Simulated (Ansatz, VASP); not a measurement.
## LiGeH3: VASP beside Ansatz

The input INCAR:

```
  ALGO = Normal
  EDIFF = 1E-6
  EDIFFG = -0.01
  ENCUT = 600
  GGA = PE
  IBRION = 2
  ISIF = 3
  ISMEAR = 0
  LASPH = T
  LCHARG = F
  LREAL = F
  LWAVE = F
  NELM = 60
  NSW = 100
  PREC = Accurate
  SIGMA = 0.1
```

Contents of KPOINTS:

```
k-points
0
Gamma
  10 10 8
```

POSCAR

```
LiGeH3
1.0
    3.9690647592      0.0000000000      0.0000000000
    0.0000000000      3.9690647592      0.0000000000
    0.0000000000      0.0000000000      5.2127366085
Li Ge H
1 1 3
Direct
    0.5000000000      0.5000000000      0.3597855861
    0.0000000000      0.0000000000      0.2159394610
    0.5000000000      0.0000000000      0.2526425870
    0.0000000000      0.5000000000      0.2526425870
    0.0000000000      0.0000000000      0.5271897888
```

Input for Ansatz:

```yaml
crystal:
  lattice:
    - [3.9690647592, 0.0, 0.0]
    - [0.0, 3.9690647592, 0.0]
    - [0.0, 0.0, 5.2127366085]
  atoms:
    - { symbol: Li, position: [0.5, 0.5, 0.3597855861] }
    - { symbol: Ge, position: [0.0, 0.0, 0.215939461] }
    - { symbol: H, position: [0.5, 0.0, 0.252642587] }
    - { symbol: H, position: [0.0, 0.5, 0.252642587] }
    - { symbol: H, position: [0.0, 0.0, 0.5271897888] }
basis:
  ecutwfc: 420
kpoints:
  mp_grid: { grid: [10, 10, 8] }
hamiltonian:
  xc: pbe
scf:
  occupations: { method: gaussian, width: 0.1 }
output:
  forces: true
  stress: true
  eigenvalues: true
  write_density: true
  write_potential: true
  elf: true
  volumetric_format: npy
relax:
  adjacent_minimum: "off"
  f_tol: 0.01
  max_steps: 80
  cell: { stress_tol: 0.05 }
```

Change from the starting cell: species swapped into the NdSiPt3 type (P4mm, No. 99).

Alike in both runs: task relaxation of cell and atoms; functional PBE; k mesh 10 × 10 × 8; occupations gaussian, width 0.1 eV; no spin polarisation.

|  | VASP | Ansatz |
| --- | --- | --- |
| version | VASP 6.6.1 | Ansatz 0.2.0 |
| potentials or method | VASP PAW PBE potentials, release 64 (Li_sv, Ge_d, H), cutoff 600 eV | scalar-relativistic, plane waves, PAW |
| valence electrons in the cell | 20 | 20 |

```tsv
	VASP	Ansatz	Ansatz less VASP
gap on the k mesh at the Fermi level, each at its own relaxed structure (eV)	none	none	-
relaxed volume (Å³/atom)	16.34	16.71	+0.373
relaxed cell length with the largest relative difference (Å)	5.224	5.341	+0.1176
```

A gap of «none» marks a metal or a gap that the smearing closes.

Noted on VASP's run: the cutoff is short for stress, so the pressure is rough.
